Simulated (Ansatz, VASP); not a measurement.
**Two plane-wave programs on MgBe2SeO2**

```
CELL_PARAMETERS angstrom
-1.81004 1.81004 5.22631
1.81004 -1.81004 5.22631
1.81004 1.81004 -5.22631
ATOMIC_POSITIONS crystal
Mg 0.00000 0.00000 0.00000
Be 0.75000 0.25000 0.50000
Be 0.25000 0.75000 0.50000
Se 0.50000 0.50000 0.00000
O 0.35511 0.35511 0.00000
O 0.64489 0.64489 0.00000
```

Change from the starting cell: species swapped into the TbNi2B2C type (I4/mmm, No. 139).

Alike in both runs: task relaxation of cell and atoms; functional PBE; k mesh 6 × 6 × 6; occupations gaussian, width 0.1 eV; no spin polarisation.

```csv
,VASP,Ansatz
version,VASP 6.6.1,Ansatz 0.2.0
potentials or method,"VASP PAW PBE potentials, release 64 (Mg, Be, Se, O), cutoff 600 eV","scalar-relativistic, plane waves, PAW"
valence electrons in the cell,24,42
```

Ansatz gave:

- gap on the k mesh at the Fermi level, each at its own relaxed structure (eV): 2.89
- relaxed volume (Å³/atom): 11.70
- relaxed length of the cell vector where the two differ most in proportion (Å): 6.421

Q: Estimate VASP's values.

A: gap on the k mesh at the Fermi level, each at its own relaxed structure (eV): 2.84; relaxed volume (Å³/atom): 11.75; relaxed length of the cell vector where the two differ most in proportion (Å): 6.457.

VASP's potentials hold 24 valence electrons a cell and Ansatz's 42, so a difference there can come from the potentials and not from the codes.
